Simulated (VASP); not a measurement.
TiO2, 9 atoms in the cell. The typed cell holds 9 atoms: a = 5.711 Å, b = 5.711 Å, c = 6.274 Å, α = 90.00°, β = 90.00°, γ = 120.00°. 

| Item | Value |
| --- | --- |
| Program | VASP 6.6.1 |
| Task | single point |
| Functional | r2SCAN |
| Potentials or basis | VASP PAW PBE potentials, release 64 (Ti_sv, O) |
| Cutoff | 520 eV |
| k mesh | 6 × 6 × 4 |
| Occupations | fermi-dirac, width 0.02 eV |
| Spin | no spin polarisation |
| Dipole correction | no |
| Further INCAR settings | ALGO = Normal; EDIFF = 1e-06; NBANDS = 46 |

Potentials or basis: VASP PAW PBE potentials, release 64 (Ti_sv, O).

Launch:

```console
$ cat potpaw_PBE.64/Ti_sv/POTCAR potpaw_PBE.64/O/POTCAR > POTCAR
$ cp INCAR.step1 INCAR
$ mpirun -np 1 vasp_std > vasp.out
$ cp INCAR.step2 INCAR
$ mpirun -np 1 vasp_std > vasp.out
```

Hardware: 1 thread of AMD EPYC 9R45 96-Core Processor (Zen 5) (shared host).

Task: Estimate the wall time of this run.

Result: It took 7.6 min on 1 thread of AMD EPYC 9R45 96-Core Processor (Zen 5) (shared host), peak memory 0.36 GiB. Counts: k points 24.
